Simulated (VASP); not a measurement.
Input of a VASP 6.6.1 run:

File INCAR:

```
PREC = Accurate
ENCUT = 520
EDIFF = 1E-6
ISMEAR = 1
SIGMA = 0.05
LREAL = F
LASPH = T
NELM = 60
ALGO = Normal
ISIF = 2
LWAVE = F
LCHARG = T
GGA = PS
LELF = T
LVHAR = T
NBANDS = 19
```

KPOINTS

```
regular mesh
0
Gamma
  7 7 4
```

File POSCAR:

```
Ti
1.0
    2.8871389429      0.0000000000      0.0000000000
   -1.4435694714      2.5003356688      0.0000000000
    0.0000000000      0.0000000000      4.6376845446
Ti
2
Direct
    0.3333333333      0.6666666667      0.2500000000
    0.6666666667      0.3333333333      0.7500000000
```

Potentials or basis: VASP PAW PBE potentials, release 64 (Ti_sv).

The run is started by

```bash
$ cat potpaw_PBE.64/Ti_sv/POTCAR > POTCAR
$ mpirun -np 1 vasp_std > vasp.out
```

**Question.** Predict the pressure.

**Answer.** -0.3 GPa.

**Question.** What does it give for the band gap on the k mesh?

**Answer.** Zero (band 12 reaches 9.40 eV, above the bottom of band 13 at 8.40 eV).

Caveat: the PAW data sets were made with another functional, which shifts forces and pressure a little.
